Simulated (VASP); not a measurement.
Here is a VASP 6.6.1 calculation.

Contents of INCAR:

```
PREC     = Accurate       # precision mode
ENCUT    = 500            # plane-wave cutoff, eV
EDIFF    = 1E-6           # SCF threshold, eV
ISMEAR   = 0              # smearing method
SIGMA    = 0.1            # smearing width, eV
LREAL    = F              # projectors in reciprocal space
LASPH    = T              # aspherical terms in the spheres
NELM     = 120            # most SCF steps
ALGO     = Normal         # electronic algorithm
ISIF     = 2              # what is computed and relaxed
LWAVE    = F              # write WAVECAR
LCHARG   = F              # write CHGCAR
GGA      = PE             # functional
NBANDS   = 58             # bands
GGA_COMPAT= F
```

File KPOINTS:

```
regular mesh
0
Gamma
  4 4 4
```

POSCAR

```
Mo3Se
1.0
    4.9986397622      0.0000000000      0.0000000000
    0.0000000000      4.9986397622      0.0000000000
    0.0000000000      0.0000000000      4.9986397622
Mo Se
6 2
Direct
    0.0000000000      0.5000000000      0.2500000000
    0.0000000000      0.5000000000      0.7500000000
    0.2500000000      0.0000000000      0.5000000000
    0.7500000000      0.0000000000      0.5000000000
    0.5000000000      0.7500000000      0.0000000000
    0.5000000000      0.2500000000      0.0000000000
    0.0000000000      0.0000000000      0.0000000000
    0.5000000000      0.5000000000      0.5000000000
```

Potentials or basis: VASP PAW PBE potentials, release 64 (Mo_sv, Se).

The run is started by

```bash
$ cat potpaw_PBE.64/Mo_sv/POTCAR potpaw_PBE.64/Se/POTCAR > POTCAR
$ mpirun -np 1 vasp_std > vasp.out
```

Problem. What does it give for the band gap on the k mesh?

Solution. Zero (band 48 reaches 13.06 eV, above the bottom of band 49 at 11.87 eV).

Problem. What does it give for the pressure?

Solution. 0.7 GPa.
